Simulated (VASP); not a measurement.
# SiC (F-43m) in VASP: notebook

SiC is run at these levels: PBE; tasks: single point.

Program: VASP 6.6.1. These are calculated values, not measurements. Logs are shortened: lines on timing, memory, paths and dates and some standing lists are left out, and cuts for length are marked.

## (1) The cell of the first run

Symmetry: F-43m, No. 216, cubic system. Conventional cell: a = 4.329 Å, b = 4.329 Å, c = 4.329 Å, α = 90.00°, β = 90.00°, γ = 90.00°. Si (site symmetry -43m) has 4 C at 1.87 Å within 2.5 Å. Within 2.5 Å of C (site symmetry -43m) lie 4 Si at 1.87 Å.

## (2) Single point, PBE

Input file INCAR:

```
SYSTEM = SiC
  PREC = Accurate
  ENCUT = 600
  EDIFF = 1E-6
  ISMEAR = 0
  SIGMA = 0.01
  LREAL = .FALSE.
  LASPH = .TRUE.
  NELM = 120
  ALGO = Normal
  ISIF = 2
  LWAVE = .FALSE.
  LCHARG = .FALSE.
  GGA = PE
  NBANDS = 11
  GGA_COMPAT = .FALSE.
```

Input file KPOINTS:

```
Automatic mesh
0
G
  12 12 12
  0 0 0
```

Input file POSCAR:

```
SiC
1.0
    0.0000000000      2.1643841627      2.1643841627
    2.1643841627      0.0000000000      2.1643841627
    2.1643841627      2.1643841627      0.0000000000
Si C
1 1
Direct
    0.0000000000      0.0000000000      0.0000000000
    0.7500000000      0.7500000000      0.7500000000
```

Potentials or basis: VASP PAW PBE potentials, release 64 (Si, C).

Launch:

```bash
$ cat potpaw_PBE.64/Si/POTCAR potpaw_PBE.64/C/POTCAR > POTCAR
$ mpirun -np 1 vasp_std > vasp.out
```

OUTCAR:

```text
SYSTEM = SiC
   PREC = Accurate
   ENCUT = 600
   EDIFF = 1E-6
   ISMEAR = 0
   LREAL = .FALSE.
   LASPH = .TRUE.
   NELM = 120
   ISIF = 2
   GGA = PE

 ion  position               nearest neighbor table
   1  0.000  0.000  0.000-   2 1.87   2 1.87   2 1.87   2 1.87
   2  0.750  0.750  0.750-   1 1.87   1 1.87   1 1.87   1 1.87

  LATTYP: Found a face centered cubic cell.
 ALAT       =     4.3287683254

  Lattice vectors:

 A1 = (   0.0000000000,   2.1643841627,   2.1643841627)
 A2 = (   2.1643841627,   0.0000000000,   2.1643841627)
 A3 = (   2.1643841627,   2.1643841627,   0.0000000000)

Analysis of symmetry for initial positions (statically):
=====================================================================
 Subroutine PRICEL returns:
 Original cell was already a primitive cell.

 Routine SETGRP: Setting up the symmetry group for a
 face centered cubic supercell.

 Subroutine GETGRP returns: Found 24 space group operations
 (whereof 24 operations were pure point group operations)
 out of a pool of 48 trial point group operations.

The static configuration has the point symmetry T_d .

Analysis of symmetry for dynamics (positions and initial velocities):
=====================================================================
 Subroutine PRICEL returns:
 Original cell was already a primitive cell.

 Routine SETGRP: Setting up the symmetry group for a
 face centered cubic supercell.

 Subroutine GETGRP returns: Found 24 space group operations
 (whereof 24 operations were pure point group operations)
 out of a pool of 48 trial point group operations.

The dynamic configuration has the point symmetry T_d .

 Subroutine INISYM returns: Found 24 space group operations
 (whereof 24 operations are pure point group operations),
 and found     1 'primitive' translations

----------------------------------------------------------------------------------------

                                     Primitive cell

  volume of cell :      20.2784

  direct lattice vectors                    reciprocal lattice vectors
     0.000000000  2.164384163  2.164384163    -0.231012594  0.231012594  0.231012594
     2.164384163  0.000000000  2.164384163     0.231012594 -0.231012594  0.231012594
     2.164384163  2.164384163  0.000000000     0.231012594  0.231012594 -0.231012594

  length of vectors
     3.060901437  3.060901437  3.060901437     0.400125550  0.400125550  0.400125550

  position of ions in fractional coordinates (direct lattice)
     0.000000000  0.000000000  0.000000000
     0.750000000  0.750000000  0.750000000

  ion indices of the primitive-cell ions
[... 79 lines left out ...]
   IBRION =     -1    ionic relax: 0-MD 1-quasi-New 2-CG
   NFREE  =      0    steps in history (QN), initial steepest desc. (CG)
   ISIF   =      2    stress and relaxation
   ISYM   =      2    0-nonsym 1-usesym 2-fastsym
   POTIM  = 0.5000    time-step for ionic-motion
   TEBEG  =    0.0;   TEEND  =   0.0 temperature during run
   PSTRESS=    0.0 pullay stress
   NELECT =       8.0000    total number of electrons
   NUPDOWN=      -1.0000    fix difference up-down
   EMIN   =  10.00;   EMAX   =-10.00  energy-range for DOS
   EFERMI =   0.00;   METHOD = LEGACY
   ISMEAR =     0;   SIGMA  =   0.01  broadening in eV -4-tet -1-fermi 0-gaus
   EFERMI_NEDOS =   21; number of points for ismear=-14 and -15
   IALGO  =     38    algorithm
   IMIX   =      4    mixing-type and parameters
     AMIX     =   0.40;   BMIX     =  1.00
     AMIX_MAG =   1.60;   BMIX_MAG =  1.00
  volume/ion in A,a.u.               =      10.14        68.42
  Fermi-wavevector in a.u.,A,eV,Ry     =   1.200680  2.268956 19.614589  1.441632
  Thomas-Fermi vector in A             =   2.336509
   LORBIT       =      0    0 simple, 1 ext, 2 COOP (PROOUT), +10 PAW based schemes
   GGA     = PE    functional components
   LHFCALC =     F    Hartree Fock is set to
   AEXX    =    0.0000 exact exchange contribution
   IVDW    =     0    specifies the selected vdW correction
   LEPSILON=     F    determine dielectric tensor
   LRPA    =     F    only Hartree local field effects (RPA)
 non-spin polarized calculation
 Gauss-broadening in eV      SIGMA  =   0.01
  energy-cutoff  :      600.00
  volume of cell :       20.28
 maximum number of plane-waves:       692
   NGX = 13   NGY = 13   NGZ = 13

 number of electron       8.0000000 magnetization

 Free energy of the ion-electron system (eV)
  ---------------------------------------------------
  ext. energy  EPLUGINS =         0.00000000
  ---------------------------------------------------
  free energy    TOTEN  =       -15.04491439 eV

  energy without entropy =      -15.04491439  energy(sigma->0) =      -15.04491439

 E-fermi :   8.3956     XC(G=0): -11.4447

 val. band max:        8.3343729316   @ k =   0.0000   0.0000   0.0000
 cond. band min:       9.6725795286   @ k =   0.5000   0.5000   0.0000
 fundamental gap:      1.3382065970
 Fermi energy:         8.3955620371

 k-point     1 :       0.0000    0.0000    0.0000
  band No.  band energies     occupation
      1      -7.2281      2.00000
      2       8.3344      2.00000
      3       8.3344      2.00000
      4       8.3344      2.00000
      5      14.8051      0.00000
      6      15.7843      0.00000
      7      15.7843      0.00000
      8      15.7843      0.00000
      9      22.9607      0.00000
     10      22.9607      0.00000
     11      25.1312      0.00000
[... 309 lines left out ...]
 k-point    24 :      -0.4167    0.1667    0.0000
  band No.  band energies     occupation
      1      -3.2602      2.00000
      2       0.2291      2.00000
      3       5.2237      2.00000
      4       6.8113      2.00000
      5      13.5460      0.00000
      6      16.2272      0.00000
      7      16.9836      0.00000
      8      19.7046      0.00000
      9      23.2230      0.00000
     10      23.9114      0.00000
     11      26.7343      0.00000

 [... further k-points ...]
[... 5 lines left out ...]
  --------------------------------------------------------------------------------------
  -------------------------------------------------------------------------------------
  Total        0.9858857      0.9858857      0.9858857      0.0000000      0.0000000     -0.0000000
  in kB       77.8940182     77.8940182     77.8940182      0.0000000      0.0000000     -0.0000000
  external PRESSURE =      77.8940182 kB  Pullay stress =       0.0000000 kB

 VOLUME and BASIS-vectors are now :
 -----------------------------------------------------------------------------
  energy-cutoff  :      600.00
  volume of cell :       20.28
      direct lattice vectors                 reciprocal lattice vectors
     0.000000000  2.164384163  2.164384163    -0.231012594  0.231012594  0.231012594
     2.164384163  0.000000000  2.164384163     0.231012594 -0.231012594  0.231012594
     2.164384163  2.164384163  0.000000000     0.231012594  0.231012594 -0.231012594

 POSITION                                       TOTAL-FORCE (eV/Angst)
 -----------------------------------------------------------------------------------
      0.00000      0.00000      0.00000         0.000000     -0.000000      0.000000
      3.24658      3.24658      3.24658        -0.000000      0.000000     -0.000000
 -----------------------------------------------------------------------------------
    total drift:                               -0.000000     -0.000000     -0.000000

  FREE ENERGIE OF THE ION-ELECTRON SYSTEM (eV)
  ---------------------------------------------------
  free  energy   TOTEN  =       -15.0449143868 eV

  energy  without entropy=      -15.0449143868  energy(sigma->0) =      -15.04491439
```

OSZICAR:

```text
N       E                     dE             d eps       ncg     rms          rms(c)
DAV:   1     0.584469695255E+01    0.58447E+01   -0.43219E+03  1616   0.694E+02
DAV:   2    -0.162594096023E+02   -0.22104E+02   -0.20984E+02  1979   0.118E+02
DAV:   3    -0.169536242320E+02   -0.69421E+00   -0.69283E+00  1972   0.174E+01
DAV:   4    -0.169560935672E+02   -0.24693E-02   -0.24692E-02  1832   0.132E+00
DAV:   5    -0.169561042485E+02   -0.10681E-04   -0.10681E-04  1949   0.817E-02    0.902E+00
DAV:   6    -0.151086773972E+02    0.18474E+01   -0.65185E+00  1785   0.115E+01    0.401E+00
DAV:   7    -0.150526424665E+02    0.56035E-01   -0.41129E-01  1902   0.365E+00    0.181E+00
DAV:   8    -0.150446992972E+02    0.79432E-02   -0.20623E-02  1779   0.961E-01    0.171E-01
DAV:   9    -0.150448054706E+02   -0.10617E-03   -0.16002E-03  1992   0.230E-01    0.113E-01
DAV:  10    -0.150449119577E+02   -0.10649E-03   -0.22663E-04  1785   0.925E-02    0.261E-02
DAV:  11    -0.150449140022E+02   -0.20445E-05   -0.39545E-05  1914   0.331E-02    0.682E-03
DAV:  12    -0.150449143868E+02   -0.38459E-06   -0.18074E-06  1417   0.822E-03
   1 F= -.15044914E+02 E0= -.15044914E+02  d E =-.537473E-21
```

Run time: 6.8 s. Hardware: 1 thread of Intel Xeon Platinum 8559C (Emerald Rapids), shared host; peak memory 0.14 GiB.

What came out:

```
Free energy            : -15.0449 eV
Pressure               : 7.8 GPa
Band gap on the k mesh : 1.34 eV, indirect (least direct gap 4.56 eV)
```

## (3) Single point, PBE

This run uses another cell than the first one, of 9.87 Å³/atom, 0.973 times its volume.

Input file INCAR:

```
  PREC = Accurate
  ENCUT = 600
  EDIFF = 1E-6
  ISMEAR = 0
  SIGMA = 0.01
  LREAL = F
  LASPH = T
  NELM = 120
  ALGO = Normal
  ISIF = 2
  LWAVE = F
  LCHARG = T
  GGA = PE
  LELF = T
  LVHAR = T
  NBANDS = 11
  GGA_COMPAT = F
```

Input file KPOINTS:

```
regular mesh
0
Gamma
  12 12 12
```

Input file POSCAR:

```
SiC
1.0
    0.0000000000      2.1447611017      2.1447611017
    2.1447611017      0.0000000000      2.1447611017
    2.1447611017      2.1447611017      0.0000000000
Si C
1 1
Direct
    0.0000000000      0.0000000000      0.0000000000
    0.7500000000      0.7500000000      0.7500000000
```

Potentials or basis: VASP PAW PBE potentials, release 64 (Si, C).

Launch:

```bash
$ cat potpaw_PBE.64/Si/POTCAR potpaw_PBE.64/C/POTCAR > POTCAR
$ mpirun -np 1 vasp_std > vasp.out
```

It took 8.4 s on 1 thread of Intel Xeon Platinum 8559C (Emerald Rapids), shared host; peak memory 0.14 GiB.

The run converged. Its results:

- Free energy: -15.0061 eV
- Pressure: 14.8 GPa
- Band gap on the k mesh: 1.31 eV, indirect (least direct gap 4.59 eV)

Levels at points of the mesh, in eV from the valence-band top:
```tsv
k point	band 2	band 3	band 4	band 5	band 6	band 7
(0.00, 0.00, 0.00)	0.00	0.00	0.00	6.79	7.65	7.65
(0.50, 0.00, 0.00)	-8.80	-1.06	-1.06	5.87	7.42	7.42
(0.50, 0.50, 0.00)	-7.95	-3.28	-3.28	1.31	4.49	14.60
```

A k mesh can miss the band edges. A hybrid or GW would open this gap; PBE tends to underestimate it.

## (4) Single point, PBE

This run uses another cell than the first one, of 10.36 Å³/atom, 1.022 times its volume.

INCAR is that of step 3.

Input file KPOINTS:

```
Automatic mesh
0
Gamma
  12 12 12
```

Input file POSCAR:

```
SiC
1.0
    0.0000000000      2.1798722208      2.1798722208
    2.1798722208      0.0000000000      2.1798722208
    2.1798722208      2.1798722208      0.0000000000
Si C
1 1
Direct
    0.0000000000      0.0000000000      0.0000000000
    0.7500000000      0.7500000000      0.7500000000
```

Launch:

```bash
$ cat potpaw_PBE.64/Si/POTCAR potpaw_PBE.64/C/POTCAR > POTCAR
$ mpirun -np 1 vasp_std > vasp.out
```

Run time: 12 s. Hardware: 1 thread of Intel Xeon Platinum 8559C (Emerald Rapids), shared host; peak memory 0.16 GiB.

The run converged. Its results:

| Property | Result |
| --- | --- |
| Free energy | -15.0597 eV |
| Pressure | 2.8 GPa |
| Band gap on the k mesh | 1.36 eV, indirect (least direct gap 4.54 eV) |

Levels at points of the mesh, in eV from the valence-band top:
| k point | band 2 | band 3 | band 4 | band 5 | band 6 | band 7 |
| --- | --- | --- | --- | --- | --- | --- |
| (0.00, 0.00, 0.00) | 0.00 | 0.00 | 0.00 | 6.22 | 7.30 | 7.30 |
| (0.50, 0.00, 0.00) | -8.53 | -1.05 | -1.05 | 5.42 | 7.22 | 7.22 |
| (0.50, 0.50, 0.00) | -7.79 | -3.18 | -3.18 | 1.36 | 4.32 | 14.02 |

A k mesh can miss the band edges. As with any semilocal functional, this PBE gap is likely too small.

## (5) Summary

| cell | gap on the mesh (eV) | pressure (GPa) |
| --- | --- | --- |
| a = 3.061 Å, angles 60.0°, 2 atoms | 1.34 | 7.8 |
| a = 3.033 Å, angles 60.0°, 2 atoms | 1.31 | 14.8 |
| a = 3.083 Å, angles 60.0°, 2 atoms | 1.36 | 2.8 |

Alike in all rows: task single point; level PBE; potentials or basis VASP PAW PBE potentials, release 64 (Si, C); no spin polarisation; k mesh 12 × 12 × 12; cutoff (eV) 600; smearing gaussian 0.01 eV.

Total energies depend on the potentials used, so only differences within one code and one set of settings carry meaning.
